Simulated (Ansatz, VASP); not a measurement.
# One calculation of C, two programs

```xyz
4
Lattice="2.4665 0.0000 0.0000 -1.2333 2.1361 0.0000 0.0000 0.0000 8.5128" Properties=species:S:1:pos:R:3 pbc="T T T"
C     0.0000    0.0000    0.0213
C     0.0000    0.0000    4.2777
C     0.0000    1.4241    0.0213
C     1.2333    0.7120    4.2777
```

Alike in both runs: task relaxation of cell and atoms; functional PBE; k mesh 18 × 18 × 6; occupations gaussian, width 0.1 eV; no spin polarisation.

```csv
,VASP,Ansatz
version,VASP 6.6.1,Ansatz 0.2.0
potentials or method,"VASP PAW PBE potentials, release 64 (C), cutoff 600 eV","scalar-relativistic, plane waves, PAW"
valence electrons in the cell,16,16
```

```tsv
	VASP	Ansatz	Ansatz less VASP
gap on the k mesh at the Fermi level, each at its own relaxed structure (eV)	none	none	-
relaxed volume (Å³/atom)	10.42	11.21	+0.798
relaxed cell length with the largest relative difference (Å)	7.906	8.513	+0.6072
```

A gap of «none» marks a metal or a gap that the smearing closes. One of these differences is far larger than is usual between the two programs; its cause wasn't traced. Ansatz's warnings: structure snapped to symmetry.
